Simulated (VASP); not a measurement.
AgI (zincblende type): single point with PBEsol

The system is AgI (zincblende type).

```
CELL_PARAMETERS angstrom
0.00000 3.22610 3.22610
3.22610 0.00000 3.22610
3.22610 3.22610 0.00000
ATOMIC_POSITIONS crystal
Ag 0.00000 0.00000 0.00000
I 0.25000 0.25000 0.25000
```

| Property | Result |
| --- | --- |
| Program | VASP 6.6.1 |
| Task | single point |
| Functional | PBEsol |
| Potentials or basis | VASP PAW PBE potentials, release 64 (Ag, I) |
| Cutoff | 500 eV |
| k mesh | 12 × 12 × 12 |
| Occupations | fermi-dirac, width 0.05 eV |
| Spin | no spin polarisation |
| Dipole correction | no |
| Further INCAR settings | ALGO = Normal; EDIFF = 1e-06; NBANDS = 16 |

The pressure is -0.1 GPa and the band gap on the k mesh is 1.20 eV.

Levels at points of the mesh, in eV from the valence-band top:
| k point | band 7 | band 8 | band 9 | band 10 | band 11 | band 12 |
| --- | --- | --- | --- | --- | --- | --- |
| (0.00, 0.00, 0.00) | 0.00 | 0.00 | 0.00 | 1.20 | 5.63 | 5.63 |
| (0.50, 0.00, 0.00) | -3.02 | -0.76 | -0.76 | 2.64 | 6.13 | 6.13 |
| (0.50, 0.50, 0.00) | -2.70 | -1.87 | -1.87 | 3.43 | 3.75 | 8.43 |

Run time: 26 s on 1 thread of Intel(R) Xeon(R) 6975P-C (Granite Rapids), on a shared host, peak memory 0.25 GiB.

Caveat: the PAW data sets were made with another functional, which shifts forces and pressure a little; spin-orbit coupling is left out, which moves the levels of the heavy elements. A k mesh can miss the band edges.
